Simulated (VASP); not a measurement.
**Hf2MgO2: single point with PBE**

The system is Hf2MgO2.

```
Mg Hf O
1.0
     3.42755    0.00000    0.00000
    -1.71378    2.96835    0.00000
     0.00000    0.00000    8.17721
Mg Hf O
1 2 2
Direct
  0.00000 0.00000 0.00000
  0.33333 0.66667 0.68959
  0.66667 0.33333 0.31041
  0.33333 0.66667 0.40236
  0.66667 0.33333 0.59764
```

The cell was generated, and may not be a known phase.

```
Program             : VASP 6.6.1
Task                : single point
Functional          : PBE
Potentials or basis : VASP PAW PBE potentials, release 64 (Mg, Hf_pv, O)
Cutoff              : 520 eV
k mesh              : 12 × 12 × 6
Occupations         : gaussian, width 0.1 eV
Spin                : no spin polarisation
```

The pressure is -1.4 GPa, the largest force is 0.196 eV/Å and the band gap on the k mesh is zero (bands 17 and 18 overlap by 1.72 eV).

Forces in eV/Å, atoms in the order of the input:
```
Mg   0.000  0.000  0.000
Hf   0.000  0.000 -0.196
Hf   0.000  0.000  0.196
O    0.000  0.000 -0.072
O    0.000  0.000  0.072
```

Stress tensor (GPa, compression positive):
```
-1.45  0.00  0.00
 0.00 -1.45  0.00
 0.00  0.00 -1.27
```

Levels at points of the mesh, in eV from the Fermi level:
```tsv
k point	band 14	band 15	band 16	band 17	band 18	band 19	band 20	band 21
(0.00, 0.00, 0.00)	-6.21	-5.41	-1.50	-0.05	1.24	1.32	1.32	1.90
(0.50, 0.00, 0.00)	-5.27	-2.37	-1.85	-0.89	0.28	1.21	1.50	2.17
(0.00, 0.00, 0.50)	-6.66	-4.28	-2.85	0.71	1.36	1.36	1.39	1.84
(0.50, 0.00, 0.50)	-5.29	-2.20	-1.46	-1.06	0.29	0.54	1.28	2.17
```

Run time: 6.1 min on 1 thread of Intel Xeon 8259CL, with other jobs on the host, peak memory 0.36 GiB.

Caveat: spin-orbit coupling is left out, which moves the levels of the heavy elements.
